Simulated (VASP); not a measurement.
BAs: relaxation of cell and atoms with PBE

Crystal: BAs.

```
CELL_PARAMETERS angstrom
0.00000 2.40441 2.40441
2.40441 0.00000 2.40441
2.40441 2.40441 0.00000
ATOMIC_POSITIONS crystal
B 0.00000 0.00000 0.00000
As 0.75000 0.75000 0.75000
```

- Program: VASP 6.6.1
- Task: relaxation of cell and atoms
- Functional: PBE
- Potentials or basis: VASP PAW PBE potentials, release 64 (B, As)
- Cutoff: 600 eV
- k mesh: 10 × 10 × 10
- Occupations: gaussian, width 0.01 eV
- Spin: no spin polarisation
- Dipole correction: no
- Further INCAR settings: ALGO = Normal; EDIFF = 1e-07; IBRION = 2; EDIFFG = -0.001; NSW = 80; ISIF = 3

```
Relaxed volume                         : 13.97 Å³/atom
Relaxed cell                           : a = 3.406 Å, b = 3.406 Å, c = 3.406 Å, α = 60.00°, β = 60.00°, γ = 60.00°
Space group after relaxing (to 0.05 Å) : F-43m (No. 216)
Energy gained by relaxing              : 0.1 meV/atom
Ionic steps                            : 4
Pressure after relaxing                : 0.0 GPa
Band gap on the k mesh                 : 1.20 eV, indirect (least direct gap 3.25 eV)
```

The path:
| step | energy change (eV) | largest force (eV/Å) | pressure (GPa) | volume (Å³) |
| --- | --- | --- | --- | --- |
| 1 | 0.0000 | 0.0000 | 0.63 | 27.80 |
| 2 | -0.0001 | 0.0000 | -0.42 | 28.02 |
| 3 | -0.0003 | 0.0000 | 0.01 | 27.93 |
| 4 | -0.0003 | 0.0000 | 0.00 | 27.93 |

Final structure:
```yaml
crystal:
  lattice:
    - [0.00000, 2.40821, 2.40821]
    - [2.40821, 0.00000, 2.40821]
    - [2.40821, 2.40821, 0.00000]
  atoms:
    - { symbol: B, position: [0.00000, 0.00000, 0.00000] }
    - { symbol: As, position: [0.75000, 0.75000, 0.75000] }
```

Levels at points of the mesh, in eV from the valence-band top:
| k point | band 1 | band 2 | band 3 | band 4 | band 5 | band 6 | band 7 | band 8 |
| --- | --- | --- | --- | --- | --- | --- | --- | --- |
| (0.00, 0.00, 0.00) | -15.18 | 0.00 | 0.00 | 0.00 | 3.25 | 3.25 | 3.25 | 4.38 |
| (0.50, 0.00, 0.00) | -12.40 | -8.61 | -1.78 | -1.78 | 2.55 | 4.75 | 4.75 | 8.82 |
| (0.50, 0.50, 0.00) | -11.12 | -8.39 | -3.98 | -3.98 | 1.46 | 1.46 | 11.13 | 11.13 |

It took 16 s on 1 thread of Intel(R) Xeon(R) 6975P-C (Granite Rapids) (shared host), peak memory 0.17 GiB.

A k mesh can miss the band edges. Zero-point motion and thermal expansion aren't in these numbers.
